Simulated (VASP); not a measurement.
LaMnIn:

```xyz
3
Lattice="4.5933 0.0000 0.0000 -2.2967 3.9779 0.0000 0.0000 0.0000 4.0966" Properties=species:S:1:pos:R:3 pbc="T T T"
La    0.0000    0.0000    0.0000
In    0.0000    2.6520    2.0483
Mn    2.2967    1.3260    2.0483
```

Base run:

| Item | Value |
| --- | --- |
| Program | VASP 6.6.1 |
| Functional | PBE |
| Potentials or basis | VASP PAW PBE potentials, release 64 (La, In_d, Mn_pv) |
| Cutoff | 520 eV |
| k mesh | 6 × 6 × 6 |
| Occupations | fermi-dirac, width 0.05 eV |
| Spin | collinear spin, ferromagnetic start |
| Starting moments | [0.0, 0.0, 6.0] μB |
| Fixed moment | 6 μB |

Its results: pressure 8.5 GPa; site moments La +0.42; In +0.14; Mn +4.12 μB.

Q: The run is repeated on the same cell with these changes: fixed moment from 6 μB to 8 μB; moments at the start from [0.0, 0.0, 6.0] to [0.0, 0.0, 8.0]. What comes out?

A: Pressure 13.4 GPa; site moments La +0.90; In +0.36; Mn +4.48 μB.

Caveats: the cell stands under pressure; the total moment is fixed, so each spin has its own Fermi level.
